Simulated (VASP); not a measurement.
# SiF (R-3m) in VASP: notebook

Aim: see how the results for SiF move with the level of theory and the settings. Levels: r2SCAN+D3(BJ), r2SCAN+D4, r2SCAN+rVV10. Tasks: relaxation of cell and atoms.

Everything below comes from runs of VASP 6.6.1. Logs are shortened: lines on timing, memory, paths and dates and some standing lists are left out, and cuts for length are marked.

**1. The cell of the first run**

Symmetry: R-3m, No. 166, trigonal system. The conventional cell has a = 2.677 Å, b = 2.677 Å, c = 11.695 Å, α = 90.00°, β = 90.00°, γ = 120.00°. Si (site symmetry -3m) has 6 F at 2.49 Å and 6 Si at 2.68 Å within 3.3 Å. Within 3.3 Å of F (site symmetry -3m) lie 6 Si at 2.49 Å and 6 F at 2.68 Å.

**2. Relaxation of cell and atoms, r2SCAN+D3(BJ)**

File POSCAR:

```
SiF
1.0
    1.3386000000      0.7728400000      3.8983100000
   -1.3386000000      0.7728400000      3.8983100000
    0.0000000000     -1.5456800000      3.8983100000
Si F
1 1
Direct
    0.5000000000      0.5000000000      0.5000000000
    0.0000000000      0.0000000000      0.0000000000
```

File INCAR.step1:

```
SYSTEM = SiF
PREC = Accurate
ENCUT = 600
ISMEAR = -1
SIGMA = 0.05
LREAL = .False.
LASPH = .True.
NELM = 60
GGA = PE
ALGO = Normal
EDIFF = 1E-4
LWAVE = .True.
LCHARG = .False.
```

File INCAR.step2:

```
SYSTEM = SiF
PREC = Accurate
ENCUT = 600
EDIFF = 1E-6
ISMEAR = -1
SIGMA = 0.05
LREAL = .False.
LASPH = .True.
NELM = 60
ALGO = Normal
ISIF = 3
LWAVE = .False.
LCHARG = .False.
METAGGA = R2SCAN
LMIXTAU = .True.
IVDW = 12
VDW_S6 = 1.0
VDW_S8 = 0.78981345
VDW_A1 = 0.49484001
VDW_A2 = 5.73083694
IBRION = 2
NSW = 60
EDIFFG = -0.01
ISTART = 1
```

File KPOINTS:

```
regular mesh
0
Gamma
  12 12 12
  0 0 0
```

Potentials or basis: VASP PAW PBE potentials, release 64 (Si, F).

The run is started by

```console
$ cat potpaw_PBE.64/Si/POTCAR potpaw_PBE.64/F/POTCAR > POTCAR
$ cp INCAR.step1 INCAR
$ mpirun -np 1 vasp_std > vasp.out
$ cp INCAR.step2 INCAR
$ mpirun -np 1 vasp_std > vasp.out
```

OUTCAR:

```text
SYSTEM = SiF
   PREC = Accurate
   ENCUT = 600
   EDIFF = 1E-6
   ISMEAR = -1
   LREAL = .False.
   LASPH = .True.
   NELM = 60
   ISIF = 3
   METAGGA = R2SCAN
   IVDW = 12
   IBRION = 2
   NSW = 60
   EDIFFG = -0.01
   ISTART = 1
 IVDW          = 12

 ion  position               nearest neighbor table
   1  0.500  0.500  0.500-   2 2.49   2 2.49   2 2.49   2 2.49   2 2.49   2 2.49
   2  0.000  0.000  0.000-   1 2.49   1 2.49   1 2.49   1 2.49   1 2.49   1 2.49

  LATTYP: Found a trigonal (rhomboedric) cell.
 ALAT       =     4.1935608356
 COS(alpha) =     0.7962180369

  Lattice vectors:

 A1 = (   1.3386000000,   0.7728400000,   3.8983100000)
 A2 = (  -1.3386000000,   0.7728400000,   3.8983100000)
 A3 = (   0.0000000000,  -1.5456800000,   3.8983100000)

Analysis of symmetry for initial positions (statically):
=====================================================================
 Subroutine PRICEL returns:
 Original cell was already a primitive cell.

 Routine SETGRP: Setting up the symmetry group for a
 trigonal (rhombohedral) supercell.

 Subroutine GETGRP returns: Found 12 space group operations
 (whereof 12 operations were pure point group operations)
 out of a pool of 12 trial point group operations.

The static configuration has the point symmetry D_3d.

Analysis of symmetry for dynamics (positions and initial velocities):
=====================================================================
 Subroutine PRICEL returns:
 Original cell was already a primitive cell.

 Routine SETGRP: Setting up the symmetry group for a
 trigonal (rhombohedral) supercell.

 Subroutine GETGRP returns: Found 12 space group operations
 (whereof 12 operations were pure point group operations)
 out of a pool of 12 trial point group operations.

The dynamic configuration has the point symmetry D_3d.

 Subroutine INISYM returns: Found 12 space group operations
 (whereof 12 operations are pure point group operations),
 and found     1 'primitive' translations

----------------------------------------------------------------------------------------

                                     Primitive cell

  volume of cell :      24.1974

  direct lattice vectors                    reciprocal lattice vectors
     1.338600000  0.772840000  3.898310000     0.373524578  0.215654814  0.085507139
    -1.338600000  0.772840000  3.898310000    -0.373524578  0.215654814  0.085507139
     0.000000000 -1.545680000  3.898310000     0.000000000 -0.431309629  0.085507139

  length of vectors
     4.193560836  4.193560836  4.193560244     0.439703400  0.439703400  0.439703839

  position of ions in fractional coordinates (direct lattice)
     0.500000000  0.500000000  0.500000000
     0.000000000  0.000000000  0.000000000

  ion indices of the primitive-cell ions
   primitive index   ion index
                 1           1
                 2           2

----------------------------------------------------------------------------------------

 KPOINTS: regular mesh

Automatic generation of k-mesh.
 Grid dimensions read from file:
 generate k-points for:   12   12   12

 Generating k-lattice:

  Cartesian coordinates                     Fractional coordinates (reciprocal lattice)
     0.031127048  0.017971235  0.007125595     0.083333333  0.000000000  0.000000000
    -0.031127048  0.017971235  0.007125595     0.000000000  0.083333333  0.000000000
     0.000000000 -0.035942469  0.007125595     0.000000000  0.000000000  0.083333333

  Length of vectors
     0.036641950  0.036641950  0.036641987

  Shift w.r.t. Gamma in fractional coordinates (k-lattice)
     0.000000000  0.000000000  0.000000000

 Subroutine IBZKPT returns following result:
 ===========================================

 Found    189 irreducible k-points:

 Following reciprocal coordinates:
            Coordinates               Weight
  0.000000  0.000000  0.000000      1.000000
  0.083333  0.000000 -0.000000      6.000000
  0.166667  0.000000 -0.000000      6.000000
  0.250000  0.000000 -0.000000      6.000000
[... 39 lines left out ...]
   IALGO  =     38    algorithm
   IMIX   =      4    mixing-type and parameters
     AMIX     =   0.40;   BMIX     =  1.00
     AMIX_MAG =   1.60;   BMIX_MAG =  1.00
  volume/ion in A,a.u.               =      12.10        81.65
  Fermi-wavevector in a.u.,A,eV,Ry     =   1.258780  2.378749 21.558788  1.584526
  Thomas-Fermi vector in A             =   2.392372
   LORBIT       =      0    0 simple, 1 ext, 2 COOP (PROOUT), +10 PAW based schemes
   METAGGA = R2SCAN    functional components
   LHFCALC =     F    Hartree Fock is set to
   AEXX    =    0.0000 exact exchange contribution
   IVDW    =    12    specifies the selected vdW correction
   LEPSILON=     F    determine dielectric tensor
   LRPA    =     F    only Hartree local field effects (RPA)
 conjugate gradient relaxation of ions
 non-spin polarized calculation
  energy-cutoff  :      600.00
  volume of cell :       24.20
 maximum number of plane-waves:       840
 NGX is ok and might be reduce to    36
   NGX = 17   NGY = 17   NGZ = 17

--------------------------------------- Ionic step        1  -------------------------------------------

 number of electron      11.0000001 magnetization

 Free energy of the ion-electron system (eV)
  ---------------------------------------------------
  ext. energy  EPLUGINS =         0.00000000
  ---------------------------------------------------
  free energy    TOTEN  =       -13.35820272 eV

  energy without entropy =      -13.35399865  energy(sigma->0) =      -13.35610069

------------------------ aborting loop because EDIFF is reached ----------------------------------------

 Edisp (eV)   -0.19176

 E8    (eV) :    -0.0542

  FORCE on cell =-STRESS in cart. coord.  units (eV):
  Direction    XX          YY          ZZ          XY          YZ          ZX
  --------------------------------------------------------------------------------------
  -------------------------------------------------------------------------------------
  Total      -0.78876    -0.78876    -0.17749     0.00000    -0.00000     0.00000
  in kB     -52.22593   -52.22578   -11.75235     0.00000    -0.00000     0.00000
  external pressure =      -38.73 kB  Pullay stress =        0.00 kB
[... 141 lines left out ...]
  energy  without entropy=      -13.5689409043  energy(sigma->0) =      -13.57059612

--------------------------------------- Ionic step        5  -------------------------------------------

 number of electron      11.0000002 magnetization

 Free energy of the ion-electron system (eV)
  ---------------------------------------------------
  ext. energy  EPLUGINS =         0.00000000
  ---------------------------------------------------
  free energy    TOTEN  =       -13.36971852 eV

  energy without entropy =      -13.36641618  energy(sigma->0) =      -13.36806735

 E-fermi :   7.3448     XC(G=0): -11.5797

 val. band max:        7.3394505955   @ k =  -0.4167   0.2500   0.0000
 cond. band min:       7.3517478697   @ k =  -0.2500  -0.2500   0.0833
 fundamental gap:      0.0122972742
 Fermi energy:         7.3448168077

 k-point     1 :       0.0000    0.0000    0.0000
  band No.  band energies     occupation
      1     -18.5243      2.00000
      2      -4.6170      2.00000
      3      -0.7966      2.00000
      4       3.5070      2.00000
      5       3.5070      2.00000
      6      10.7853      0.00000
      7      15.7904      0.00000
      8      20.0794      0.00000
      9      20.0794      0.00000
[... 265 lines left out ...]
 k-point    24 :      -0.4167    0.1667    0.0000
  band No.  band energies     occupation
      1     -17.5525      2.00000
      2      -0.8319      2.00000
      3       0.7563      2.00000
      4       1.8807      2.00000
      5       3.1755      2.00000
      6       5.2350      2.00000
      7       9.5766      0.00000
      8      11.4176      0.00000
      9      17.5665      0.00000

 [... further k-points ...]

------------------------ aborting loop because EDIFF is reached ----------------------------------------

 Edisp (eV)   -0.20268

 E8    (eV) :    -0.0573

  FORCE on cell =-STRESS in cart. coord.  units (eV):
  Direction    XX          YY          ZZ          XY          YZ          ZX
  --------------------------------------------------------------------------------------
  -------------------------------------------------------------------------------------
  Total       0.00079     0.00079     0.00114     0.00000     0.00000     0.00000
  in kB       0.05504     0.05504     0.07977     0.00000     0.00000     0.00000
  external pressure =        0.06 kB  Pullay stress =        0.00 kB
[... 17 lines left out ...]
  FREE ENERGIE OF THE ION-ELECTRON SYSTEM (eV)
  ---------------------------------------------------
  free  energy   TOTEN  =       -13.5723941641 eV

  energy  without entropy=      -13.5690918300  energy(sigma->0) =      -13.57074300

 reached required accuracy - stopping structural energy minimisation
```

Run time: 11 min. Hardware: 1 thread of Intel Xeon 6975P-C (Granite Rapids), shared host; peak memory 0.26 GiB.

What came out:

| Quantity | Value |
| --- | --- |
| Free energy | -13.5724 eV |
| Relaxed volume | 11.45 Å³/atom |
| Relaxed cell | a = 4.172 Å, b = 4.172 Å, c = 4.172 Å, α = 36.41°, β = 36.41°, γ = 36.41° |
| Space group after relaxing (to 0.1 Å) | R-3m (No. 166) |
| Energy gained by relaxing | 11.2 meV/atom |
| Ionic steps | 5 |
| Pressure after relaxing | 0.0 GPa |
| Band gap on the k mesh | zero (an odd number of electrons rules out a gap without spin polarisation) |
| Dispersion energy per atom | -0.101 eV |

Step by step:
```tsv
step	energy change (eV)	largest force (eV/Å)	pressure (GPa)	volume (Å³)
1	0.0000	0.0000	-3.87	24.20
2	-0.0205	0.0000	-0.81	23.19
3	-0.0219	0.0000	0.40	22.87
4	-0.0223	0.0000	-0.20	22.93
5	-0.0224	0.0000	0.01	22.91
```

Final structure:
```cif
data_structure
_symmetry_space_group_name_H-M 'P 1'
_symmetry_Int_Tables_number 1
_cell_length_a 4.1723
_cell_length_b 4.1723
_cell_length_c 4.1722
_cell_angle_alpha 36.415
_cell_angle_beta 36.415
_cell_angle_gamma 36.415
_cell_volume 22.91
loop_
_atom_site_label
_atom_site_type_symbol
_atom_site_fract_x
_atom_site_fract_y
_atom_site_fract_z
_atom_site_occupancy
Si1 Si 0.50000 0.50000 0.50000 1
F1 F 0.00000 0.00000 0.00000 1
```

Levels at points of the mesh, in eV from the Fermi level:
```tsv
k point	band 3	band 4	band 5	band 6	band 7	band 8
(0.00, 0.00, 0.00)	-8.14	-3.84	-3.84	3.44	8.45	12.73
(0.50, 0.00, 0.00)	-6.46	-5.32	-4.49	-2.24	3.30	6.92
(0.50, 0.50, 0.00)	-7.32	-5.15	-4.55	-2.12	5.85	6.97
(0.50, 0.50, 0.50)	-3.85	-3.85	-3.85	-0.81	12.33	12.33
```

Caveat: the PAW data sets were made with another functional, which shifts forces and pressure a little; an odd number of electrons without spin polarisation forces a metal; a magnetic or distorted state may lie lower.

**3. Relaxation of cell and atoms, r2SCAN+D4**

POSCAR is that of step 2.

File INCAR.step1:

```
PREC = Accurate
ENCUT = 600
ISMEAR = -1
SIGMA = 0.05
LREAL = F
LASPH = T
NELM = 100
GGA = PE
ALGO = Normal
EDIFF = 1E-4
LWAVE = T
LCHARG = F
```

File INCAR.step2:

```
PREC = Accurate
ENCUT = 600
EDIFF = 1E-6
ISMEAR = -1
SIGMA = 0.05
LREAL = F
LASPH = T
NELM = 100
ALGO = Normal
ISIF = 3
LWAVE = F
LCHARG = F
METAGGA = R2SCAN
LMIXTAU = T
IVDW = 13
VDW_S6 = 1.0
VDW_S8 = 0.6018749
VDW_A1 = 0.51559235
VDW_A2 = 5.77342911
IBRION = 2
NSW = 60
EDIFFG = -0.01
ISTART = 1
```

File KPOINTS:

```
Automatic mesh
0
Gamma
  12 12 12
```

Potentials or basis: VASP PAW PBE potentials, release 64 (Si, F).

The run is started by

```console
$ cat potpaw_PBE.64/Si/POTCAR potpaw_PBE.64/F/POTCAR > POTCAR
$ cp INCAR.step1 INCAR
$ mpirun -np 1 vasp_std > vasp.out
$ cp INCAR.step2 INCAR
$ mpirun -np 1 vasp_std > vasp.out
```

Wall time 13 min (1 thread of Intel Xeon 6975P-C (Granite Rapids), shared host); peak memory 0.26 GiB.

Results (log left out):

```yaml
Free_energy: -13.5492 eV
Relaxed_volume: 11.50 Å³/atom
Relaxed_cell: a = 4.177 Å, b = 4.177 Å, c = 4.177 Å, α = 36.43°, β = 36.43°, γ = 36.43°
Space_group_after_relaxing_to_0.1_Å: R-3m (No. 166)
Energy_gained_by_relaxing: 9.9 meV/atom
Ionic_steps: 7
Pressure_after_relaxing: 0.0 GPa
Band_gap_on_the_k_mesh: zero (an odd number of electrons rules out a gap without spin polarisation)
Dispersion_energy_per_atom: -0.089 eV
```

The path:
```
step  energy change (eV)  largest force (eV/Å)  pressure (GPa)  volume (Å³)
   1              0.0000                0.0000           -3.53        24.20
   2             -0.0180                0.0000           -0.83        23.27
   3             -0.0195                0.0000            0.33        22.96
   4             -0.0195                0.0000            0.44        22.93
   5             -0.0197                0.0000           -0.09        23.00
   6             -0.0198                0.0000            0.12        22.97
   7             -0.0198                0.0000           -0.01        23.00
```

Final structure:
```
Si F
1.0
     1.30562    0.75380    3.89527
    -1.30562    0.75380    3.89527
     0.00000   -1.50760    3.89527
Si F
1 1
Cartesian
  0.0000 0.0000 5.8429
  0.0000 0.0000 0.0000
```

Levels at points of the mesh, in eV from the Fermi level:
```csv
k point,band 3,band 4,band 5,band 6,band 7,band 8
"(0.00, 0.00, 0.00)",-8.10,-3.82,-3.82,3.43,8.44,12.67
"(0.50, 0.00, 0.00)",-6.42,-5.30,-4.47,-2.25,3.29,6.89
"(0.50, 0.50, 0.00)",-7.28,-5.15,-4.53,-2.11,5.83,6.97
"(0.50, 0.50, 0.50)",-3.84,-3.84,-3.83,-0.81,12.28,12.28
```

Caveat: the PAW data sets were made with another functional, which shifts forces and pressure a little; an odd number of electrons without spin polarisation forces a metal; a magnetic or distorted state may lie lower.

**4. Relaxation of cell and atoms, r2SCAN+rVV10**

POSCAR is that of step 3.

File INCAR.step1:

```
PREC     = Accurate       # precision mode
ENCUT    = 600            # plane-wave cutoff, eV
ISMEAR   = -1             # smearing method
SIGMA    = 0.05           # smearing width, eV
LREAL    = F              # projectors in reciprocal space
LASPH    = T              # aspherical terms in the spheres
NELM     = 100            # most SCF steps
GGA      = PE             # functional
ALGO     = Normal         # electronic algorithm
EDIFF    = 1E-4           # SCF threshold, eV
LWAVE    = T              # write WAVECAR
LCHARG   = F              # write CHGCAR
```

File INCAR.step2:

```
PREC     = Accurate       # precision mode
ENCUT    = 600            # plane-wave cutoff, eV
EDIFF    = 1E-6           # SCF threshold, eV
ISMEAR   = -1             # smearing method
SIGMA    = 0.05           # smearing width, eV
LREAL    = F              # projectors in reciprocal space
LASPH    = T              # aspherical terms in the spheres
NELM     = 100            # most SCF steps
ALGO     = Normal         # electronic algorithm
ISIF     = 3              # what is computed and relaxed
LWAVE    = F              # write WAVECAR
LCHARG   = F              # write CHGCAR
METAGGA  = R2SCAN         # meta-GGA
LMIXTAU  = T            
LUSE_VDW = T            
IVDW_NL  = 2            
BPARAM   = 11.95        
CPARAM   = 0.0093       
IBRION   = 2              # ionic algorithm
NSW      = 60             # ionic steps
EDIFFG   = -0.01          # ionic threshold
ISTART   = 1
```

KPOINTS is that of step 3.

The run is started by

```console
$ cat potpaw_PBE.64/Si/POTCAR potpaw_PBE.64/F/POTCAR > POTCAR
$ cp INCAR.step1 INCAR
$ mpirun -np 1 vasp_std > vasp.out
$ cp INCAR.step2 INCAR
$ mpirun -np 1 vasp_std > vasp.out
```

Run time: 13 min. Hardware: 1 thread of Intel Xeon 6975P-C (Granite Rapids), shared host; peak memory 0.42 GiB.

The run converged. Its results:

```
Free energy                           : -13.1118 eV
Relaxed volume                        : 11.52 Å³/atom
Relaxed cell                          : a = 4.176 Å, b = 4.176 Å, c = 4.176 Å, α = 36.47°, β = 36.47°, γ = 36.47°
Space group after relaxing (to 0.1 Å) : R-3m (No. 166)
Energy gained by relaxing             : 9.1 meV/atom
Ionic steps                           : 5
Pressure after relaxing               : 0.0 GPa
Band gap on the k mesh                : zero (an odd number of electrons rules out a gap without spin polarisation)
```

The path:
| step | energy change (eV) | largest force (eV/Å) | pressure (GPa) | volume (Å³) |
| --- | --- | --- | --- | --- |
| 1 | 0.0000 | 0.0000 | -3.49 | 24.20 |
| 2 | -0.0167 | 0.0000 | -0.70 | 23.29 |
| 3 | -0.0179 | 0.0000 | 0.40 | 23.00 |
| 4 | -0.0182 | 0.0000 | -0.17 | 23.06 |
| 5 | -0.0183 | 0.0000 | 0.02 | 23.04 |

Final structure:
```xyz
2
Lattice="1.3068 0.7545 3.8939 -1.3068 0.7545 3.8939 0.0000 -1.5090 3.8939" Properties=species:S:1:pos:R:3 pbc="T T T"
Si    0.0000    0.0000    5.8409
F     0.0000    0.0000    0.0000
```

Levels at points of the mesh, in eV from the Fermi level:
| k point | band 2 | band 3 | band 4 | band 5 | band 6 | band 7 | band 8 | band 9 |
| --- | --- | --- | --- | --- | --- | --- | --- | --- |
| (0.00, 0.00, 0.00) | -11.91 | -8.10 | -3.83 | -3.83 | 3.43 | 8.38 | 12.64 | 12.64 |
| (0.50, 0.00, 0.00) | -8.62 | -6.43 | -5.29 | -4.48 | -2.24 | 3.27 | 6.87 | 9.00 |
| (0.50, 0.50, 0.00) | -8.33 | -7.29 | -5.15 | -4.54 | -2.10 | 5.82 | 6.95 | 7.45 |
| (0.50, 0.50, 0.50) | -13.62 | -3.84 | -3.84 | -3.82 | -0.82 | 12.24 | 12.24 | 12.94 |

Caveat: the PAW data sets were made with another functional, which shifts forces and pressure a little; an odd number of electrons without spin polarisation forces a metal; a magnetic or distorted state may lie lower.

**5. Overview**

```csv
level,gap on the mesh (eV),pressure (GPa),relaxed volume (Å³/atom)
r2SCAN+D3(BJ),none,0.0,11.45
r2SCAN+D4,none,0.0,11.50
r2SCAN+rVV10,none,0.0,11.52
```

Alike in all rows: task relaxation of cell and atoms; potentials or basis VASP PAW PBE potentials, release 64 (Si, F); no spin polarisation; cell relaxed; k mesh 12 × 12 × 12; cutoff (eV) 600; smearing fermi-dirac 0.05 eV.

Caveats: the PAW data sets were made with another functional, which shifts forces and pressure a little; an odd number of electrons without spin polarisation forces a metal; a magnetic or distorted state may lie lower.

Total energies depend on the potentials used, so only differences within one code and one set of settings carry meaning.
